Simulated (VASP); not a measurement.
# Si5Mo (P6/mmm) in VASP: notebook

Si5Mo is run at these levels: PBE; tasks: single point.

All numbers are computed with VASP 6.6.1; they aren't measurements. Logs are shortened: lines on timing, memory, paths and dates and some standing lists are left out, and cuts for length are marked.

### Step 1. The cell of the first run

The structure is hexagonal, space group P6/mmm (No. 191). Conventional cell: a = 5.067 Å, b = 5.067 Å, c = 4.263 Å, α = 90.00°, β = 90.00°, γ = 120.00°. Si (site symmetry mmm) has 2 Si at 1.46 Å within 2.0 Å. Si (site symmetry -6m2) has 3 Si at 1.46 Å within 2.0 Å. Within 4.4 Å of Mo (site symmetry 6/mmm) lie 24 Si at 3.31 to 3.62 Å and 2 Mo at 4.26 Å.

The cell was generated, and may not be a known phase.

### Step 2. Single point, PBE

Contents of INCAR:

```
PREC = Accurate
ENCUT = 520
EDIFF = 1E-6
ISMEAR = 0
SIGMA = 0.1
LREAL = False
LASPH = True
NELM = 60
ALGO = Normal
ISIF = 2
LWAVE = False
LCHARG = False
GGA = PE
NBANDS = 26
```

Contents of KPOINTS:

```
Automatic mesh
0
Gamma
  6 6 4
```

Contents of POSCAR:

```
Si5Mo
1.0
    5.0673714700      0.0000000000      0.0000000000
   -2.5336857400      4.3884724300      0.0000000000
    0.0000000000      0.0000000000      4.2633013400
Si Mo
5 1
Direct
    0.5000000000      0.0000000000      0.0000000000
    0.0000000000      0.5000000000      0.0000000000
    0.5000000000      0.5000000000      0.0000000000
    0.3333333300      0.6666666700      0.0000000000
    0.6666666700      0.3333333300      0.0000000000
    0.0000000000      0.0000000000      0.5000000000
```

Potentials or basis: VASP PAW PBE potentials, release 64 (Si, Mo_sv).

On the command line:

```bash
$ cat potpaw_PBE.64/Si/POTCAR potpaw_PBE.64/Mo_sv/POTCAR > POTCAR
$ mpirun -np 1 vasp_std > vasp.out
```

OUTCAR:

```text
PREC = Accurate
   ENCUT = 520
   EDIFF = 1E-6
   ISMEAR = 0
   LREAL = False
   LASPH = True
   NELM = 60
   ISIF = 2
   GGA = PE

 ion  position               nearest neighbor table
   1  0.500  0.000  0.000-   4 1.46   5 1.46   2 2.53   2 2.53   3 2.53   3 2.53   6 3.31   6 3.31
                             6 3.31   6 3.31
   2  0.000  0.500  0.000-   4 1.46   5 1.46   3 2.53   3 2.53   1 2.53   1 2.53   6 3.31   6 3.31
                             6 3.31   6 3.31
   3  0.500  0.500  0.000-   4 1.46   5 1.46   2 2.53   2 2.53   1 2.53   1 2.53   6 3.31   6 3.31
                             6 3.31   6 3.31
   4  0.333  0.667  0.000-   2 1.46   1 1.46   3 1.46   5 2.93   5 2.93   5 2.93
   5  0.667  0.333  0.000-   2 1.46   1 1.46   3 1.46   4 2.93   4 2.93   4 2.93
   6  0.000  0.000  0.500-   1 3.31   1 3.31   1 3.31   1 3.31   3 3.31   3 3.31   3 3.31   3 3.31
                             2 3.31   2 3.31   2 3.31   2 3.31

 -----------------------------------------------------------------------------
|                                                                             |
|           W    W    AA    RRRRR   N    N  II  N    N   GGGG   !!!           |
|           W    W   A  A   R    R  NN   N  II  NN   N  G    G  !!!           |
|           W    W  A    A  R    R  N N  N  II  N N  N  G       !!!           |
|           W WW W  AAAAAA  RRRRR   N  N N  II  N  N N  G  GGG   !            |
|           WW  WW  A    A  R   R   N   NN  II  N   NN  G    G                |
|           W    W  A    A  R    R  N    N  II  N    N   GGGG   !!!           |
|                                                                             |
|     The distance between some ions is very small. Please check the          |
|     nearest-neighbor list in the OUTCAR file.                               |
|     I HOPE YOU KNOW WHAT YOU ARE DOING!                                     |
|                                                                             |
 -----------------------------------------------------------------------------

  LATTYP: Found a hexagonal cell.
 ALAT       =     5.0673714700
 C/A-ratio  =     0.8413240208

  Lattice vectors:

 A1 = (   5.0673714700,   0.0000000000,   0.0000000000)
 A2 = (  -2.5336857400,   4.3884724300,   0.0000000000)
 A3 = (   0.0000000000,   0.0000000000,   4.2633013400)

Analysis of symmetry for initial positions (statically):
=====================================================================
 Subroutine PRICEL returns:
 Original cell was already a primitive cell.

 Routine SETGRP: Setting up the symmetry group for a
 hexagonal supercell.

 Subroutine GETGRP returns: Found 24 space group operations
 (whereof 24 operations were pure point group operations)
 out of a pool of 24 trial point group operations.

The static configuration has the point symmetry D_6h.

Analysis of symmetry for dynamics (positions and initial velocities):
=====================================================================
 Subroutine PRICEL returns:
 Original cell was already a primitive cell.

 Routine SETGRP: Setting up the symmetry group for a
 hexagonal supercell.

 Subroutine GETGRP returns: Found 24 space group operations
 (whereof 24 operations were pure point group operations)
 out of a pool of 24 trial point group operations.

The dynamic configuration has the point symmetry D_6h.

 Subroutine INISYM returns: Found 24 space group operations
 (whereof 24 operations are pure point group operations),
 and found     1 'primitive' translations

----------------------------------------------------------------------------------------

                                     Primitive cell

  volume of cell :      94.8074

  direct lattice vectors                    reciprocal lattice vectors
     5.067371470  0.000000000  0.000000000     0.197340970  0.113934862  0.000000000
    -2.533685740  4.388472430  0.000000000     0.000000000  0.227869724  0.000000000
     0.000000000  0.000000000  4.263301340     0.000000000  0.000000000  0.234560009

  length of vectors
     5.067371470  5.067371478  4.263301340     0.227869724  0.227869724  0.234560009

  position of ions in fractional coordinates (direct lattice)
     0.500000000  0.000000000  0.000000000
     0.000000000  0.500000000  0.000000000
     0.500000000  0.500000000  0.000000000
     0.333333330  0.666666670  0.000000000
     0.666666670  0.333333330  0.000000000
     0.000000000  0.000000000  0.500000000

  ion indices of the primitive-cell ions
   primitive index   ion index
                 1           1
                 2           2
                 3           3
                 4           4
                 5           5
                 6           6

----------------------------------------------------------------------------------------

 KPOINTS: Automatic mesh

Automatic generation of k-mesh.
 Grid dimensions read from file:
 generate k-points for:    6    6    4

 Generating k-lattice:

  Cartesian coordinates                     Fractional coordinates (reciprocal lattice)
     0.032890162  0.018989144  0.000000000     0.166666667 -0.000000000  0.000000000
     0.000000000  0.037978287  0.000000000     0.000000000  0.166666667  0.000000000
     0.000000000  0.000000000  0.058640002     0.000000000  0.000000000  0.250000000

  Length of vectors
     0.037978287  0.037978287  0.058640002

  Shift w.r.t. Gamma in fractional coordinates (k-lattice)
     0.000000000  0.000000000  0.000000000

 Subroutine IBZKPT returns following result:
 ===========================================

 Found     21 irreducible k-points:

 Following reciprocal coordinates:
            Coordinates               Weight
  0.000000  0.000000  0.000000      1.000000
  0.166667 -0.000000  0.000000      6.000000
  0.333333 -0.000000  0.000000      6.000000
  0.500000  0.000000  0.000000      3.000000
  0.166667  0.166667  0.000000      6.000000
  0.333333  0.166667  0.000000     12.000000
[... 13 lines left out ...]
  0.333333  0.166667  0.500000     12.000000
  0.333333  0.333333  0.500000      2.000000
   k-points           NKPTS =     21   k-points in BZ     NKDIM =     21   number of bands    NBANDS=     26
   number of dos      NEDOS =    301   number of ions     NIONS =      6
   total plane-waves  NPLWV =  51200
   dimension x,y,z NGX =    40 NGY =   40 NGZ =   32
   dimension x,y,z NGXF=    80 NGYF=   80 NGZF=   64
   ions per type =               5   1
   NGX,Y,Z   is equivalent  to a cutoff of  13.12, 13.12, 12.48 a.u.
   NGXF,Y,Z  is equivalent  to a cutoff of  26.25, 26.25, 24.96 a.u.
 SYSTEM =  unknown system
   PREC   = accura    normal or accurate (medium, high low for compatibility)
   ISTART =      0    job   : 0-new  1-cont  2-samecut
   ICHARG =      2    charge: 1-file 2-atom 10-const
   ISPIN  =      1    spin polarized calculation?
   LNONCOLLINEAR =      F non collinear calculations
   LSORBIT =      F    spin-orbit coupling
   LASPH  =      T    aspherical Exc in radial PAW
   ENCUT  =  520.0 eV  38.22 Ry    6.18 a.u.   9.42  9.42  7.93*2*pi/ulx,y,z
   NELM   =     60;   NELMIN=  2; NELMDL= -5     # of ELM steps
   EDIFF  = 0.1E-05   stopping-criterion for ELM
   LREAL  =      F    real-space projection
   EDIFFG = 0.1E-04   stopping-criterion for IOM
   NSW    =      0    number of steps for IOM
   IBRION =     -1    ionic relax: 0-MD 1-quasi-New 2-CG
   NFREE  =      0    steps in history (QN), initial steepest desc. (CG)
   ISIF   =      2    stress and relaxation
   ISYM   =      2    0-nonsym 1-usesym 2-fastsym
   POTIM  = 0.5000    time-step for ionic-motion
   TEBEG  =    0.0;   TEEND  =   0.0 temperature during run
   PSTRESS=    0.0 pullay stress
   NELECT =      34.0000    total number of electrons
   NUPDOWN=      -1.0000    fix difference up-down
   EMIN   =  10.00;   EMAX   =-10.00  energy-range for DOS
   EFERMI =   0.00;   METHOD = LEGACY
   ISMEAR =     0;   SIGMA  =   0.10  broadening in eV -4-tet -1-fermi 0-gaus
   EFERMI_NEDOS =   21; number of points for ismear=-14 and -15
   IALGO  =     38    algorithm
   IMIX   =      4    mixing-type and parameters
     AMIX     =   0.40;   BMIX     =  1.00
     AMIX_MAG =   1.60;   BMIX_MAG =  1.00
  volume/ion in A,a.u.               =      15.80       106.63
  Fermi-wavevector in a.u.,A,eV,Ry     =   1.163109  2.197957 18.406269  1.352823
  Thomas-Fermi vector in A             =   2.299663
   LORBIT       =      0    0 simple, 1 ext, 2 COOP (PROOUT), +10 PAW based schemes
   GGA     = PE    functional components
   LHFCALC =     F    Hartree Fock is set to
   AEXX    =    0.0000 exact exchange contribution
   IVDW    =     0    specifies the selected vdW correction
   LEPSILON=     F    determine dielectric tensor
   LRPA    =     F    only Hartree local field effects (RPA)
 non-spin polarized calculation
 Gauss-broadening in eV      SIGMA  =   0.10
  energy-cutoff  :      520.00
  volume of cell :       94.81
 maximum number of plane-waves:      2595
 NGX is ok and might be reduce to    40
   NGX = 19   NGY = 19   NGZ = 15

 number of electron      34.0000000 magnetization

 Free energy of the ion-electron system (eV)
  ---------------------------------------------------
  ext. energy  EPLUGINS =         0.00000000
  ---------------------------------------------------
  free energy    TOTEN  =        44.85965637 eV

  energy without entropy =       44.90954260  energy(sigma->0) =       44.88459948

 E-fermi :   8.5745     XC(G=0): -10.4216

 val. band max:        8.5578546623   @ k =   0.1667   0.1667   0.2500
 cond. band min:       8.5863637375   @ k =   0.5000   0.0000   0.2500
 fundamental gap:      0.0285090752
 Fermi energy:         8.5744991449

 k-point     1 :       0.0000    0.0000    0.0000
  band No.  band energies     occupation
      1     -52.3180      2.00000
      2     -26.3931      2.00000
      3     -26.3868      2.00000
      4     -26.3868      2.00000
      5      -7.1975      2.00000
      6      -2.3947      2.00000
[... 18 lines left out ...]
     25      12.3819      0.00000
     26      13.9264      0.00000
[... 557 lines left out ...]
      4     -26.3867      2.00000
      5      -5.4759      2.00000
      6      -5.4759      2.00000
[... 18 lines left out ...]
     25      14.2297      0.00000
     26      14.8978      0.00000

------------------------ aborting loop because EDIFF is reached ----------------------------------------

  FORCE on cell =-STRESS in cart. coord.  units (eV):
  Direction    XX          YY          ZZ          XY          YZ          ZX
  --------------------------------------------------------------------------------------
  -------------------------------------------------------------------------------------
  Total      214.2936309    214.2936315    -11.1177944     -0.0000002     -0.0000000      0.0000000
  in kB     3621.4100198   3621.4100306   -187.8828209     -0.0000041     -0.0000000      0.0000000
  external PRESSURE =    2351.6457432 kB  Pullay stress =       0.0000000 kB

 VOLUME and BASIS-vectors are now :
 -----------------------------------------------------------------------------
  energy-cutoff  :      520.00
  volume of cell :       94.81
      direct lattice vectors                 reciprocal lattice vectors
     5.067371470  0.000000000  0.000000000     0.197340970  0.113934862  0.000000000
    -2.533685740  4.388472430  0.000000000     0.000000000  0.227869724  0.000000000
     0.000000000  0.000000000  4.263301340     0.000000000  0.000000000  0.234560009

 POSITION                                       TOTAL-FORCE (eV/Angst)
 -----------------------------------------------------------------------------------
      2.53369      0.00000      0.00000         0.000000      0.000000     -0.000000
     -1.26684      2.19424      0.00000         0.000000      0.000000     -0.000000
      1.26684      2.19424      0.00000         0.000000      0.000000     -0.000000
     -0.00000      2.92565      0.00000         0.000000      0.000000      0.000000
      2.53369      1.46282      0.00000        -0.000000      0.000000     -0.000000
      0.00000      0.00000      2.13165         0.000000      0.000000     -0.000000
 -----------------------------------------------------------------------------------
    total drift:                               -0.000000     -0.000000     -0.000000

  FREE ENERGIE OF THE ION-ELECTRON SYSTEM (eV)
  ---------------------------------------------------
  free  energy   TOTEN  =        44.8596563708 eV

  energy  without entropy=       44.9095425962  energy(sigma->0) =       44.88459948
```

Run time: 69 s. Hardware: 1 thread of Intel Xeon 8259CL, shared host; peak memory 0.2 GiB.

Results:

- Free energy: 44.8597 eV
- Pressure: 235.2 GPa
- Band gap on the k mesh: zero (bands 17 and 18 overlap by 0.60 eV)

Caveat: the k points lie up to 0.37 Å⁻¹ apart, too coarse for converged energies and pressures of a metal; atoms lie so close that the PAW spheres overlap strongly, which falsifies energies and pressures.

### Step 3. Single point, PBE

This run uses another cell than the first one, of 23.29 Å³/atom.

Contents of INCAR:

```
PREC = Accurate
ENCUT = 520
EDIFF = 1E-7
ISMEAR = 0
SIGMA = 0.1
LREAL = False
LASPH = True
NELM = 80
ALGO = Normal
ISIF = 2
LWAVE = False
LCHARG = True
GGA = PE
LELF = True
LVHAR = True
NBANDS = 26
```

Contents of KPOINTS:

```
Automatic mesh
0
Gamma
  3 3 8
```

Contents of POSCAR:

```
Si5Mo
1.0
    8.2034029429      0.0000000000      0.0000000000
   -4.1017014715      7.1043553461      0.0000000000
    0.0000000000      0.0000000000      2.3974419406
Si Mo
5 1
Direct
    0.5000000000      0.0000000000      0.0000000000
    0.0000000000      0.5000000000      0.0000000000
    0.5000000000      0.5000000000      0.0000000000
    0.3333333333      0.6666666667      0.0000000000
    0.6666666667      0.3333333333      0.0000000000
    0.0000000000      0.0000000000      0.5000000000
```

Potentials or basis: VASP PAW PBE potentials, release 64 (Si, Mo_sv).

On the command line:

```bash
$ cat potpaw_PBE.64/Si/POTCAR potpaw_PBE.64/Mo_sv/POTCAR > POTCAR
$ mpirun -np 1 vasp_std > vasp.out
```

Run time: 78 s. Hardware: 1 thread of Intel Xeon 8259CL, shared host; peak memory 0.24 GiB.

Results (log left out):

| Item | Value |
| --- | --- |
| Free energy | -30.2452 eV |
| Pressure | 0.2 GPa |
| Band gap on the k mesh | zero (bands 17 and 18 overlap by 0.64 eV) |

Levels at points of the mesh, in eV from the Fermi level:
```
           k point  band 15  band 16  band 17  band 18  band 19  band 20
(0.00, 0.00, 0.00)    -1.25    -0.80    -0.80    -0.46     0.34     0.34
(0.00, 0.00, 0.50)    -0.72    -0.72    -0.23     0.94     0.94     2.30
```

The gap in the log of VASP goes by the Fermi energy; the results here count the filled bands.